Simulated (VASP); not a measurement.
Here is a VASP 6.6.1 calculation.

The input INCAR:

```
SYSTEM = Si16H8Cl
ALGO = Normal
EDIFF = 1E-6
ENCUT = 520
GGA = PE
ISIF = 2
ISMEAR = -1
ISPIN = 2
IVDW = 12
LASPH = .True.
LCHARG = .False.
LORBIT = 11
LREAL = Auto
LWAVE = .False.
MAGMOM = 0 0 0 0 0 0 0 0 0 0 0 0 0 0 0 0 0 0 0 0 0.19 0 0 0 0
NBANDS = 62
NELM = 150
PREC = Accurate
SIGMA = 0.02
```

The input KPOINTS:

```
k-points
0
Gamma
  2 2 1
  0 0 0
```

POSCAR

```
Si16H8Cl
1.0
    7.6791800000      0.0000000000      0.0000000000
    3.8395900000      6.6503650000      0.0000000000
    0.0000000000      0.0000000000     17.8687650000
H Si Cl
8 16 1
Direct
    0.1666666792      0.1666666416      0.0559635767
    0.6666666792      0.1666666416      0.0559635767
    0.1666666416      0.6666667168      0.0559635767
    0.6666666416      0.6666667168      0.0559635767
    0.4997487864     -0.0005013259      0.4408114383
   -0.0007340475      0.4970006909      0.4405104102
    0.5084627868      0.4945665388      0.4388379947
    0.3226377575      0.5930173757      0.5024601308
    0.1666666792      0.1666666416      0.1399088857
    0.6666666792      0.1666666416      0.1399088857
    0.1666666416      0.6666667168      0.1399088857
    0.6666666416      0.6666667168      0.1399088857
   -0.1666950112      0.3334311726      0.1818533066
    0.3333494730      0.3332599038      0.1823607843
   -0.1667747690      0.8331312642      0.1823837853
    0.3336494788      0.8331344219      0.1822303892
   -0.1641776059      0.3313081312      0.3130399891
    0.3330794188      0.3319016325      0.3136099221
   -0.1666187657      0.8314740619      0.3138567215
    0.3344446351      0.8328114322      0.3136856408
    0.0006480866     -0.0019241049      0.3522374378
    0.5006390050     -0.0006756020      0.3567744049
    0.0003599519      0.4985781983      0.3566133418
    0.5019312987      0.4977925272      0.3541737216
    0.1750278049      0.6798957651      0.5500649877
```

Potentials or basis: VASP PAW PBE potentials, release 64 (H, Si, Cl).

Launch:

```bash
$ cat potpaw_PBE.64/H/POTCAR potpaw_PBE.64/Si/POTCAR potpaw_PBE.64/Cl/POTCAR > POTCAR
$ mpirun -np 1 vasp_std > vasp.out
```

Predict the site moments.

H +0.00, +0.01, -0.00 (each value once); Si -0.00, +0.03, +0.02, +0.00, +0.24 (each value once); Cl +0.01 μB.

Estimate the net moment.

1.00 μB per cell.

Estimate the dispersion energy per atom.

-0.162 eV.

Forces on the atoms (eV/Å):
```
H    0.006 -0.009 -0.035
H   -0.005 -0.007 -0.034
H    0.001  0.000 -0.032
H   -0.001  0.003 -0.069
H    0.002  0.001 -0.005
H   -0.003 -0.002 -0.008
H    0.006 -0.006 -0.021
H   -0.072  0.064  0.070
Si   0.006 -0.011  0.063
Si  -0.006 -0.023  0.080
Si  -0.010  0.004  0.101
Si   0.011  0.008 -0.048
Si  -0.001  0.000  0.006
Si   0.002  0.001 -0.001
Si   0.001  0.000  0.000
Si  -0.001 -0.004  0.000
Si   0.001  0.002 -0.018
Si  -0.001  0.002  0.002
Si   0.001 -0.001  0.000
Si  -0.001 -0.001  0.011
Si   0.001  0.003  0.000
Si  -0.001 -0.003 -0.002
Si  -0.001 -0.002  0.004
Si  -0.002  0.002  0.011
Cl   0.069 -0.020 -0.076
```

Caveat: the k points lie up to 0.47 Å⁻¹ apart; there is no dipole correction, which matters where the two faces differ.
